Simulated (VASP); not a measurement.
# AlNi (P4/mmm) in VASP: single point with PBE

Aim: the single point of AlNi with PBE.

All numbers are computed with VASP 6.6.1; they aren't measurements. Logs are shortened: lines on timing, memory, paths and dates and some standing lists are left out, and cuts for length are marked.

**1. The cell of the first run**

Symmetry: P4/mmm, No. 123, tetragonal system. The conventional cell has a = 2.748 Å, b = 2.748 Å, c = 3.038 Å, α = 90.00°, β = 90.00°, γ = 90.00°. Within 3.3 Å of Al (site symmetry 4/mmm) lie 8 Ni at 2.47 Å and 6 Al at 2.75 to 3.04 Å. Within 3.3 Å of Ni (site symmetry 4/mmm) lie 8 Al at 2.47 Å and 6 Ni at 2.75 to 3.04 Å.

**2. Single point, PBE (strain -0.050 along x and y, +0.050 along z)**

INCAR

```
PREC     = Accurate       # precision mode
ENCUT    = 520            # plane-wave cutoff, eV
EDIFF    = 1E-6           # SCF threshold, eV
ISMEAR   = 0              # smearing method
SIGMA    = 0.15           # smearing width, eV
LREAL    = F              # projectors in reciprocal space
LASPH    = T              # aspherical terms in the spheres
NELM     = 100            # most SCF steps
ALGO     = Fast           # electronic algorithm
ISIF     = 2              # what is computed and relaxed
LWAVE    = F              # write WAVECAR
LCHARG   = T              # write CHGCAR
GGA      = PE             # functional
LELF     = T              # ELF
LVHAR    = T            
NBANDS   = 14             # bands
```

KPOINTS

```
regular mesh
0
Gamma
  20 20 20
```

POSCAR

```
AlNi
1.0
    2.7484293516      0.0000000000      0.0000000000
    0.0000000000      2.7484293516      0.0000000000
    0.0000000000      0.0000000000      3.0377377044
Al Ni
1 1
Direct
    0.0000000000      0.0000000000      0.0000000000
    0.5000000000      0.5000000000      0.5000000000
```

Potentials or basis: VASP PAW PBE potentials, release 64 (Al, Ni).

The run is started by

```bash
> cat potpaw_PBE.64/Al/POTCAR potpaw_PBE.64/Ni/POTCAR > POTCAR
> mpirun -np 1 vasp_std > vasp.out
```

OUTCAR:

```text
PREC = Accurate
   ENCUT = 520
   EDIFF = 1E-6
   ISMEAR = 0
   LREAL = F
   LASPH = T
   NELM = 100
   ISIF = 2
   GGA = PE

 ion  position               nearest neighbor table
   1  0.000  0.000  0.000-   2 2.47   2 2.47   2 2.47   2 2.47   2 2.47   2 2.47   2 2.47   2 2.47

   2  0.500  0.500  0.500-   1 2.47   1 2.47   1 2.47   1 2.47   1 2.47   1 2.47   1 2.47   1 2.47

  LATTYP: Found a simple tetragonal cell.
 ALAT       =     2.7484293516
 C/A-ratio  =     1.1052631579

  Lattice vectors:

 A1 = (   2.7484293516,   0.0000000000,   0.0000000000)
 A2 = (   0.0000000000,   2.7484293516,   0.0000000000)
 A3 = (   0.0000000000,   0.0000000000,   3.0377377044)

Analysis of symmetry for initial positions (statically):
=====================================================================
 Subroutine PRICEL returns:
 Original cell was already a primitive cell.

 Routine SETGRP: Setting up the symmetry group for a
 simple tetragonal supercell.

 Subroutine GETGRP returns: Found 16 space group operations
 (whereof 16 operations were pure point group operations)
 out of a pool of 16 trial point group operations.

The static configuration has the point symmetry D_4h.

Analysis of symmetry for dynamics (positions and initial velocities):
=====================================================================
 Subroutine PRICEL returns:
 Original cell was already a primitive cell.

 Routine SETGRP: Setting up the symmetry group for a
 simple tetragonal supercell.

 Subroutine GETGRP returns: Found 16 space group operations
 (whereof 16 operations were pure point group operations)
 out of a pool of 16 trial point group operations.

The dynamic configuration has the point symmetry D_4h.

 Subroutine INISYM returns: Found 16 space group operations
 (whereof 16 operations are pure point group operations),
 and found     1 'primitive' translations

----------------------------------------------------------------------------------------

                                     Primitive cell

  volume of cell :      22.9467

  direct lattice vectors                    reciprocal lattice vectors
     2.748429352  0.000000000  0.000000000     0.363844171  0.000000000  0.000000000
     0.000000000  2.748429352  0.000000000     0.000000000  0.363844171  0.000000000
     0.000000000  0.000000000  3.037737704     0.000000000  0.000000000  0.329192346

  length of vectors
     2.748429352  2.748429352  3.037737704     0.363844171  0.363844171  0.329192346

  position of ions in fractional coordinates (direct lattice)
     0.000000000  0.000000000  0.000000000
     0.500000000  0.500000000  0.500000000

  ion indices of the primitive-cell ions
   primitive index   ion index
                 1           1
                 2           2

----------------------------------------------------------------------------------------

 KPOINTS: regular mesh

Automatic generation of k-mesh.
 Grid dimensions read from file:
 generate k-points for:   20   20   20

 Generating k-lattice:

  Cartesian coordinates                     Fractional coordinates (reciprocal lattice)
     0.018192209  0.000000000  0.000000000     0.050000000  0.000000000  0.000000000
     0.000000000  0.018192209  0.000000000     0.000000000  0.050000000  0.000000000
     0.000000000  0.000000000  0.016459617     0.000000000  0.000000000  0.050000000

  Length of vectors
     0.018192209  0.018192209  0.016459617

  Shift w.r.t. Gamma in fractional coordinates (k-lattice)
     0.000000000  0.000000000  0.000000000

 Subroutine IBZKPT returns following result:
 ===========================================

 Found    726 irreducible k-points:

 Following reciprocal coordinates:
            Coordinates               Weight
  0.000000  0.000000  0.000000      1.000000
  0.050000  0.000000  0.000000      4.000000
  0.100000  0.000000  0.000000      4.000000
  0.150000  0.000000  0.000000      4.000000
  0.200000  0.000000  0.000000      4.000000
  0.250000  0.000000  0.000000      4.000000
[... 16 lines left out ...]
  0.150000  0.100000  0.000000      8.000000
  0.200000  0.100000  0.000000      8.000000
 [... further k-points ...]
   k-points           NKPTS =    726   k-points in BZ     NKDIM =    726   number of bands    NBANDS=     14
   number of dos      NEDOS =    301   number of ions     NIONS =      2
   total plane-waves  NPLWV =   9600
   dimension x,y,z NGX =    20 NGY =   20 NGZ =   24
   dimension x,y,z NGXF=    40 NGYF=   40 NGZF=   48
   ions per type =               1   1
   NGX,Y,Z   is equivalent  to a cutoff of  12.10, 12.10, 13.13 a.u.
   NGXF,Y,Z  is equivalent  to a cutoff of  24.20, 24.20, 26.27 a.u.
 SYSTEM =  unknown system
   PREC   = accura    normal or accurate (medium, high low for compatibility)
   ISTART =      0    job   : 0-new  1-cont  2-samecut
   ICHARG =      2    charge: 1-file 2-atom 10-const
   ISPIN  =      1    spin polarized calculation?
   LNONCOLLINEAR =      F non collinear calculations
   LSORBIT =      F    spin-orbit coupling
   LASPH  =      T    aspherical Exc in radial PAW
   ENCUT  =  520.0 eV  38.22 Ry    6.18 a.u.   5.11  5.11  5.65*2*pi/ulx,y,z
   NELM   =    100;   NELMIN=  2; NELMDL= -5     # of ELM steps
   EDIFF  = 0.1E-05   stopping-criterion for ELM
   LREAL  =      F    real-space projection
   EDIFFG = 0.1E-04   stopping-criterion for IOM
   NSW    =      0    number of steps for IOM
   IBRION =     -1    ionic relax: 0-MD 1-quasi-New 2-CG
   NFREE  =      0    steps in history (QN), initial steepest desc. (CG)
   ISIF   =      2    stress and relaxation
   ISYM   =      2    0-nonsym 1-usesym 2-fastsym
   POTIM  = 0.5000    time-step for ionic-motion
   TEBEG  =    0.0;   TEEND  =   0.0 temperature during run
   PSTRESS=    0.0 pullay stress
   NELECT =      13.0000    total number of electrons
   NUPDOWN=      -1.0000    fix difference up-down
   EMIN   =  10.00;   EMAX   =-10.00  energy-range for DOS
   EFERMI =   0.00;   METHOD = LEGACY
   ISMEAR =     0;   SIGMA  =   0.15  broadening in eV -4-tet -1-fermi 0-gaus
   EFERMI_NEDOS =   21; number of points for ismear=-14 and -15
   IALGO  =     68    algorithm
   IMIX   =      4    mixing-type and parameters
     AMIX     =   0.40;   BMIX     =  1.00
     AMIX_MAG =   1.60;   BMIX_MAG =  1.00
  volume/ion in A,a.u.               =      11.47        77.43
  Fermi-wavevector in a.u.,A,eV,Ry     =   1.354616  2.559853 24.966473  1.834984
  Thomas-Fermi vector in A             =   2.481772
   LORBIT       =      0    0 simple, 1 ext, 2 COOP (PROOUT), +10 PAW based schemes
   GGA     = PE    functional components
   LHFCALC =     F    Hartree Fock is set to
   AEXX    =    0.0000 exact exchange contribution
   IVDW    =     0    specifies the selected vdW correction
   LEPSILON=     F    determine dielectric tensor
   LRPA    =     F    only Hartree local field effects (RPA)
 non-spin polarized calculation
 RMM-DIIS sequential band-by-band and
 Gauss-broadening in eV      SIGMA  =   0.15
  energy-cutoff  :      520.00
  volume of cell :       22.95
 maximum number of plane-waves:       643
   NGX = 11   NGY = 11   NGZ = 11

 number of electron      13.0000022 magnetization

 Free energy of the ion-electron system (eV)
  ---------------------------------------------------
  ext. energy  EPLUGINS =         0.00000000
  ---------------------------------------------------
  free energy    TOTEN  =       -10.47426909 eV

  energy without entropy =      -10.46504666  energy(sigma->0) =      -10.46965788

 E-fermi :  10.5837     XC(G=0): -12.2481

 val. band max:       10.5793679269   @ k =   0.2000   0.1000   0.3000
 cond. band min:      10.5873151015   @ k =   0.4500   0.2500   0.4000
 fundamental gap:      0.0079471747
 Fermi energy:        10.5837489807

 k-point     1 :       0.0000    0.0000    0.0000
  band No.  band energies     occupation
      1      -0.8704      2.00000
      2       7.0661      2.00000
      3       7.1919      2.00000
      4       8.8860      2.00000
      5       8.8860      2.00000
      6       9.1447      2.00000
      7      13.9664      0.00000
      8      17.5267      0.00000
      9      17.5267      0.00000
     10      18.0472      0.00000
     11      19.2312      0.00000
     12      25.4754      0.00000
     13      31.3659      0.00000
     14      31.3660      0.00000

 k-point     2 :       0.0500    0.0000    0.0000
  band No.  band energies     occupation
      1      -0.8198      2.00000
      2       7.0793      2.00000
      3       7.1966      2.00000
      4       8.8508      2.00000
      5       8.8889      2.00000
      6       9.1239      2.00000
      7      14.0436      0.00000
      8      16.7363      0.00000
      9      17.5893      0.00000
     10      18.1389      0.00000
     11      19.8313      0.00000
     12      25.6979      0.00000
     13      30.5497      0.00000
     14      31.3735      0.00000

 k-point     3 :       0.1000    0.0000    0.0000
  band No.  band energies     occupation
      1      -0.6684      2.00000
      2       7.1147      2.00000
      3       7.2085      2.00000
      4       8.7527      2.00000
      5       8.8975      2.00000
      6       9.0643      2.00000
      7      14.2679      0.00000
      8      15.4856      0.00000
      9      17.7743      0.00000
     10      18.1850      0.00000
     11      20.7366      0.00000
     12      26.3704      0.00000
     13      29.2008      0.00000
     14      31.4214      0.00000
[... 324 lines left out ...]
 k-point    23 :       0.1500    0.1000    0.0000
  band No.  band energies     occupation
      1      -0.2178      2.00000
      2       7.1970      2.00000
      3       7.2619      2.00000
      4       8.6105      2.00000
      5       8.8048      2.00000
      6       8.8774      2.00000
      7      14.2963      0.00000
      8      14.9078      0.00000
      9      16.1337      0.00000
     10      18.8400      0.00000
     11      23.0022      0.00000
     12      27.7664      0.00000
     13      27.9406      0.00000
     14      28.6670      0.00000

 k-point    24 :       0.2000    0.1000    0.0000
  band No.  band energies     occupation
      1       0.1287      2.00000
      2       7.1668      2.00000
      3       7.3290      2.00000
      4       8.4562      2.00000
      5       8.7630      2.00000
      6       8.8195      2.00000
      7      13.1513      0.00000
      8      15.3621      0.00000
      9      16.4037      0.00000
     10      18.9951      0.00000
     11      23.7143      0.00000
     12      26.6032      0.00000
     13      27.2135      0.00000
     14      29.1577      0.00000

 [... further k-points ...]

------------------------ aborting loop because EDIFF is reached ----------------------------------------

  FORCE on cell =-STRESS in cart. coord.  units (eV):
  Direction    XX          YY          ZZ          XY          YZ          ZX
  --------------------------------------------------------------------------------------
  -------------------------------------------------------------------------------------
  Total        1.7262051      1.7262051      0.8488275      0.0000000      0.0000000      0.0000000
  in kB      120.5267773    120.5267773     59.2666813      0.0000000      0.0000000      0.0000000
  external PRESSURE =     100.1067453 kB  Pullay stress =       0.0000000 kB

 VOLUME and BASIS-vectors are now :
 -----------------------------------------------------------------------------
  energy-cutoff  :      520.00
  volume of cell :       22.95
      direct lattice vectors                 reciprocal lattice vectors
     2.748429352  0.000000000  0.000000000     0.363844171  0.000000000  0.000000000
     0.000000000  2.748429352  0.000000000     0.000000000  0.363844171  0.000000000
     0.000000000  0.000000000  3.037737704     0.000000000  0.000000000  0.329192346

 POSITION                                       TOTAL-FORCE (eV/Angst)
 -----------------------------------------------------------------------------------
      0.00000      0.00000      0.00000         0.000000      0.000000      0.000000
      1.37421      1.37421      1.51887         0.000000      0.000000      0.000000
 -----------------------------------------------------------------------------------
    total drift:                               -0.000000      0.000000      0.000000

  FREE ENERGIE OF THE ION-ELECTRON SYSTEM (eV)
  ---------------------------------------------------
  free  energy   TOTEN  =       -10.4742690909 eV

  energy  without entropy=      -10.4650466613  energy(sigma->0) =      -10.46965788
```

It took 5.8 min on 1 thread of Intel Xeon 8259CL, shared host; peak memory 0.34 GiB.

What came out:

```
Free energy            : -10.4743 eV
Pressure               : 10.0 GPa
Band gap on the k mesh : zero (an odd number of electrons rules out a gap without spin polarisation)
```

Stress tensor (GPa, compression positive):
```
12.05  0.00  0.00
 0.00 12.05  0.00
 0.00  0.00  5.93
```

Caveat: the cell differs from its parent crystal (strain -0.050 along x and y, +0.050 along z); the stress differs along the axes, from 6 to 12 GPa.
